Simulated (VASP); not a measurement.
# WSe4 (Pm-3m) in VASP: further runs

WSe4 is run at these levels: PBE; tasks: single point.

Everything below comes from runs of VASP 6.6.1. Logs are shortened: lines on timing, memory, paths and dates and some standing lists are left out, and cuts for length are marked.

## 1. The cell of the first run

It takes space group Pm-3m (No. 221, cubic). Conventional cell: a = 4.904 Å, b = 4.904 Å, c = 4.904 Å, α = 90.00°, β = 90.00°, γ = 90.00°. W (site symmetry m-3m) has 6 Se at 2.45 Å within 3.2 Å. Within 4.6 Å of Se (site symmetry m-3m) lie 12 Se at 3.47 Å and 8 W at 4.25 Å. Se (site symmetry 4/mmm) has 2 W at 2.45 Å within 3.2 Å.

## 2. Single point, PBE, collinear spin, zero start

INCAR

```
ALGO     = Normal         # electronic algorithm
EDIFF    = 1E-6           # SCF threshold, eV
ENCUT    = 520            # plane-wave cutoff, eV
GGA      = PE             # functional
ISIF     = 2              # what is computed and relaxed
ISMEAR   = 0              # smearing method
ISPIN    = 2              # spin polarisation
LASPH    = True           # aspherical terms in the spheres
LCHARG   = False          # write CHGCAR
LMAXMIX  = 4              # l up to which the mixer works
LORBIT   = 11             # projections on sites
LREAL    = False          # projectors in reciprocal space
LWAVE    = False          # write WAVECAR
MAGMOM   = 0 0 0 0 0      # initial moments
NBANDS   = 31             # bands
NELM     = 150            # most SCF steps
PREC     = Accurate       # precision mode
SIGMA    = 0.1            # smearing width, eV
```

KPOINTS

```
k-points
0
Gamma
  4 4 4
```

POSCAR

```
WSe4
1.0
    4.9043260098      0.0000000000      0.0000000000
    0.0000000000      4.9043260098      0.0000000000
    0.0000000000      0.0000000000      4.9043260098
W Se
1 4
Direct
    0.5000000000      0.5000000000      0.5000000000
    0.0000000000      0.0000000000      0.0000000000
    0.0000000000      0.5000000000      0.5000000000
    0.5000000000      0.0000000000      0.5000000000
    0.5000000000      0.5000000000      0.0000000000
```

Potentials or basis: VASP PAW PBE potentials, release 64 (W_sv, Se).

Run with:

```console
$ cat potpaw_PBE.64/W_sv/POTCAR potpaw_PBE.64/Se/POTCAR > POTCAR
$ mpirun -np 1 vasp_std > vasp.out
```

OUTCAR:

```text
EDIFF = 1E-6
   ENCUT = 520
   GGA = PE
   ISIF = 2
   ISMEAR = 0
   ISPIN = 2
   LASPH = True
   LORBIT = 11
   LREAL = False
   NELM = 150
   PREC = Accurate

 ion  position               nearest neighbor table
   1  0.500  0.500  0.500-   3 2.45   4 2.45   5 2.45   5 2.45   4 2.45   3 2.45
   2  0.000  0.000  0.000-
   3  0.000  0.500  0.500-   1 2.45   1 2.45
   4  0.500  0.000  0.500-   1 2.45   1 2.45
   5  0.500  0.500  0.000-   1 2.45   1 2.45

  LATTYP: Found a simple cubic cell.
 ALAT       =     4.9043260098

  Lattice vectors:

 A1 = (   4.9043260098,   0.0000000000,   0.0000000000)
 A2 = (   0.0000000000,   4.9043260098,   0.0000000000)
 A3 = (   0.0000000000,   0.0000000000,   4.9043260098)

Analysis of symmetry for initial positions (statically):
=====================================================================
 Subroutine PRICEL returns:
 Original cell was already a primitive cell.

 Routine SETGRP: Setting up the symmetry group for a
 simple cubic supercell.

 Subroutine GETGRP returns: Found 48 space group operations
 (whereof 48 operations were pure point group operations)
 out of a pool of 48 trial point group operations.

The static configuration has the point symmetry O_h .

Analysis of symmetry for dynamics (positions and initial velocities):
=====================================================================
 Subroutine PRICEL returns:
 Original cell was already a primitive cell.

 Routine SETGRP: Setting up the symmetry group for a
 simple cubic supercell.

 Subroutine GETGRP returns: Found 48 space group operations
 (whereof 48 operations were pure point group operations)
 out of a pool of 48 trial point group operations.

The dynamic configuration has the point symmetry O_h .

Analysis of structural, dynamic, and magnetic symmetry:
=====================================================================
 Subroutine PRICEL returns:
 Original cell was already a primitive cell.

 Routine SETGRP: Setting up the symmetry group for a
 simple cubic supercell.

 Subroutine GETGRP returns: Found 48 space group operations
 (whereof 48 operations were pure point group operations)
 out of a pool of 48 trial point group operations.

The overall configuration has the point symmetry O_h .

 Subroutine INISYM returns: Found 48 space group operations
 (whereof 48 operations are pure point group operations),
 and found     1 'primitive' translations

----------------------------------------------------------------------------------------

                                     Primitive cell

  volume of cell :     117.9609

  direct lattice vectors                    reciprocal lattice vectors
     4.904326010  0.000000000  0.000000000     0.203901616  0.000000000  0.000000000
     0.000000000  4.904326010  0.000000000     0.000000000  0.203901616  0.000000000
     0.000000000  0.000000000  4.904326010     0.000000000  0.000000000  0.203901616

  length of vectors
     4.904326010  4.904326010  4.904326010     0.203901616  0.203901616  0.203901616

  position of ions in fractional coordinates (direct lattice)
     0.500000000  0.500000000  0.500000000
     0.000000000  0.000000000  0.000000000
     0.000000000  0.500000000  0.500000000
     0.500000000  0.000000000  0.500000000
     0.500000000  0.500000000  0.000000000

  ion indices of the primitive-cell ions
   primitive index   ion index
                 1           1
                 2           2
                 3           3
                 4           4
                 5           5

----------------------------------------------------------------------------------------

 KPOINTS: k-points

Automatic generation of k-mesh.
 Grid dimensions read from file:
 generate k-points for:    4    4    4

 Generating k-lattice:

  Cartesian coordinates                     Fractional coordinates (reciprocal lattice)
     0.050975404  0.000000000  0.000000000     0.250000000  0.000000000  0.000000000
     0.000000000  0.050975404  0.000000000     0.000000000  0.250000000  0.000000000
     0.000000000  0.000000000  0.050975404     0.000000000  0.000000000  0.250000000

  Length of vectors
     0.050975404  0.050975404  0.050975404

  Shift w.r.t. Gamma in fractional coordinates (k-lattice)
     0.000000000  0.000000000  0.000000000

 Subroutine IBZKPT returns following result:
 ===========================================

 Found     10 irreducible k-points:

 Following reciprocal coordinates:
            Coordinates               Weight
  0.000000  0.000000  0.000000      1.000000
  0.250000  0.000000  0.000000      6.000000
  0.500000  0.000000  0.000000      3.000000
  0.250000  0.250000  0.000000     12.000000
  0.500000  0.250000  0.000000     12.000000
  0.500000  0.500000  0.000000      3.000000
  0.250000  0.250000  0.250000      8.000000
  0.500000  0.250000  0.250000     12.000000
  0.500000  0.500000  0.250000      6.000000
  0.500000  0.500000  0.500000      1.000000
   k-points           NKPTS =     10   k-points in BZ     NKDIM =     10   number of bands    NBANDS=     31
   number of dos      NEDOS =    301   number of ions     NIONS =      5
   total plane-waves  NPLWV =  46656
   dimension x,y,z NGX =    36 NGY =   36 NGZ =   36
   dimension x,y,z NGXF=    72 NGYF=   72 NGZF=   72
   ions per type =               1   4
   NGX,Y,Z   is equivalent  to a cutoff of  12.20, 12.20, 12.20 a.u.
   NGXF,Y,Z  is equivalent  to a cutoff of  24.41, 24.41, 24.41 a.u.
 SYSTEM =  unknown system
   PREC   = accura    normal or accurate (medium, high low for compatibility)
   ISTART =      0    job   : 0-new  1-cont  2-samecut
   ICHARG =      2    charge: 1-file 2-atom 10-const
   ISPIN  =      2    spin polarized calculation?
   LNONCOLLINEAR =      F non collinear calculations
   LSORBIT =      F    spin-orbit coupling
   LASPH  =      T    aspherical Exc in radial PAW
   ENCUT  =  520.0 eV  38.22 Ry    6.18 a.u.   9.12  9.12  9.12*2*pi/ulx,y,z
   NELM   =    150;   NELMIN=  2; NELMDL= -5     # of ELM steps
   EDIFF  = 0.1E-05   stopping-criterion for ELM
   LREAL  =      F    real-space projection
   EDIFFG = 0.1E-04   stopping-criterion for IOM
   NSW    =      0    number of steps for IOM
   IBRION =     -1    ionic relax: 0-MD 1-quasi-New 2-CG
   NFREE  =      0    steps in history (QN), initial steepest desc. (CG)
   ISIF   =      2    stress and relaxation
   ISYM   =      2    0-nonsym 1-usesym 2-fastsym
   POTIM  = 0.5000    time-step for ionic-motion
   TEBEG  =    0.0;   TEEND  =   0.0 temperature during run
   PSTRESS=    0.0 pullay stress
   NELECT =      38.0000    total number of electrons
   NUPDOWN=      -1.0000    fix difference up-down
   EMIN   =  10.00;   EMAX   =-10.00  energy-range for DOS
   EFERMI =   0.00;   METHOD = LEGACY
   ISMEAR =     0;   SIGMA  =   0.10  broadening in eV -4-tet -1-fermi 0-gaus
   EFERMI_NEDOS =   21; number of points for ismear=-14 and -15
   IALGO  =     38    algorithm
   IMIX   =      4    mixing-type and parameters
     AMIX     =   0.40;   BMIX     =  1.00
     AMIX_MAG =   1.60;   BMIX_MAG =  1.00
  volume/ion in A,a.u.               =      23.59       159.21
  Fermi-wavevector in a.u.,A,eV,Ry     =   1.122251  2.120747 17.135823  1.259447
  Thomas-Fermi vector in A             =   2.258910
   LORBIT       =     11    0 simple, 1 ext, 2 COOP (PROOUT), +10 PAW based schemes
   GGA     = PE    functional components
   LHFCALC =     F    Hartree Fock is set to
   AEXX    =    0.0000 exact exchange contribution
   IVDW    =     0    specifies the selected vdW correction
   LEPSILON=     F    determine dielectric tensor
   LRPA    =     F    only Hartree local field effects (RPA)
 spin polarized calculation
 Gauss-broadening in eV      SIGMA  =   0.10
  energy-cutoff  :      520.00
  volume of cell :      117.96
 maximum number of plane-waves:      3196
   NGX = 19   NGY = 19   NGZ = 19

 number of electron      38.0000010 magnetization      -0.0000562

 number of electron      38.0000010 magnetization       0.0000091

 Free energy of the ion-electron system (eV)
  ---------------------------------------------------
  ext. energy  EPLUGINS =         0.00000000
  ---------------------------------------------------
  free energy    TOTEN  =       -24.73049631 eV

  energy without entropy =      -24.70654560  energy(sigma->0) =      -24.71852095

 E-fermi :   4.0382     XC(G=0):  -9.9466

 val. band max:        4.0241966083   @ k =   0.5000   0.2500   0.0000
 cond. band min:       4.1529372565   @ k =   0.5000   0.2500   0.2500
 fundamental gap:      0.1287406481
 Fermi energy:         4.0381805018

 spin component 1

 k-point     1 :       0.0000    0.0000    0.0000
  band No.  band energies     occupation
      1     -70.7219      1.00000
      2     -34.9718      1.00000
      3     -34.9718      1.00000
      4     -34.9718      1.00000
      5     -10.5452      1.00000
      6      -8.8731      1.00000
[... 23 lines left out ...]
     30      12.1232      0.00000
     31      12.1232      0.00000

 k-point     2 :       0.2500    0.0000    0.0000
  band No.  band energies     occupation
      1     -70.7219      1.00000
      2     -34.9723      1.00000
      3     -34.9717      1.00000
      4     -34.9717      1.00000
      5     -10.2991      1.00000
      6      -8.8990      1.00000
[... 264 lines left out ...]
 k-point    10 :       0.5000    0.5000    0.5000
  band No.  band energies     occupation
      1     -70.7221      1.00000
      2     -34.9723      1.00000
      3     -34.9723      1.00000
      4     -34.9723      1.00000
      5      -8.7612      1.00000
      6      -8.7612      1.00000
[... 23 lines left out ...]
     30      13.2443      0.00000
     31      13.2443      0.00000
 Fermi energy:         4.0381805018

 spin component 2

 k-point     1 :       0.0000    0.0000    0.0000
  band No.  band energies     occupation
      1     -70.7219      1.00000
      2     -34.9718      1.00000
      3     -34.9718      1.00000
      4     -34.9718      1.00000
      5     -10.5452      1.00000
      6      -8.8731      1.00000
[... 23 lines left out ...]
     30      12.1232      0.00000
     31      12.1232      0.00000

 k-point     2 :       0.2500    0.0000    0.0000
  band No.  band energies     occupation
      1     -70.7219      1.00000
      2     -34.9723      1.00000
      3     -34.9717      1.00000
      4     -34.9717      1.00000
      5     -10.2991      1.00000
      6      -8.8989      1.00000
[... 264 lines left out ...]
 k-point    10 :       0.5000    0.5000    0.5000
  band No.  band energies     occupation
      1     -70.7221      1.00000
      2     -34.9723      1.00000
      3     -34.9723      1.00000
      4     -34.9723      1.00000
      5      -8.7612      1.00000
      6      -8.7612      1.00000
[... 23 lines left out ...]
     30      13.2443      0.00000
     31      13.2443      0.00000

------------------------ aborting loop because EDIFF is reached ----------------------------------------

  FORCE on cell =-STRESS in cart. coord.  units (eV):
  Direction    XX          YY          ZZ          XY          YZ          ZX
  --------------------------------------------------------------------------------------
  -------------------------------------------------------------------------------------
  Total        0.0473397      0.0473397      0.0473397      0.0000000      0.0000000      0.0000000
  in kB        0.6429815      0.6429815      0.6429815      0.0000000      0.0000000      0.0000000
  external PRESSURE =       0.6429815 kB  Pullay stress =       0.0000000 kB

 VOLUME and BASIS-vectors are now :
 -----------------------------------------------------------------------------
  energy-cutoff  :      520.00
  volume of cell :      117.96
      direct lattice vectors                 reciprocal lattice vectors
     4.904326010  0.000000000  0.000000000     0.203901616  0.000000000  0.000000000
     0.000000000  4.904326010  0.000000000     0.000000000  0.203901616  0.000000000
     0.000000000  0.000000000  4.904326010     0.000000000  0.000000000  0.203901616

 POSITION                                       TOTAL-FORCE (eV/Angst)
 -----------------------------------------------------------------------------------
      2.45216      2.45216      2.45216         0.000000      0.000000      0.000000
      0.00000      0.00000      0.00000         0.000000      0.000000      0.000000
      0.00000      2.45216      2.45216         0.000000      0.000000      0.000000
      2.45216      0.00000      2.45216         0.000000      0.000000      0.000000
      2.45216      2.45216      0.00000         0.000000      0.000000      0.000000
 -----------------------------------------------------------------------------------
    total drift:                                0.000000      0.000000      0.000000

  FREE ENERGIE OF THE ION-ELECTRON SYSTEM (eV)
  ---------------------------------------------------
  free  energy   TOTEN  =       -24.7304963062 eV

  energy  without entropy=      -24.7065455956  energy(sigma->0) =      -24.71852095

 total charge

# of ion       s       p       d       tot
------------------------------------------
    1        2.319   6.284   3.390  11.993
    2        1.506   2.092   0.011   3.609
    3        1.471   2.283   0.049   3.804
    4        1.471   2.283   0.049   3.804
    5        1.471   2.283   0.049   3.804
--------------------------------------------------
tot          8.239  15.227   3.548  27.014

 magnetization (x)

# of ion       s       p       d       tot
------------------------------------------
    1        0.000   0.000  -0.000  -0.000
    2        0.000   0.000   0.000   0.000
    3        0.000   0.000  -0.000   0.000
    4        0.000   0.000  -0.000   0.000
    5        0.000   0.000  -0.000   0.000
--------------------------------------------------
tot          0.000   0.000  -0.000   0.000
```

Run time: 35 s. Hardware: 1 thread of AMD EPYC 9R45 (Zen 5), shared host; peak memory 0.23 GiB.

Results:

```yaml
Free_energy: -24.7305 eV
Pressure: 0.1 GPa
Band_gap_on_the_k_mesh: zero (filled and empty bands overlap)
Net_moment: 0.00 μB per cell
Valence_electrons_inside_the_program's_atomic_spheres: W 11.99; Se 3.61, 3.80
```

Caveat: spin-orbit coupling is left out, which moves the levels of the heavy elements.

(Part 1 of 2 ends here.)
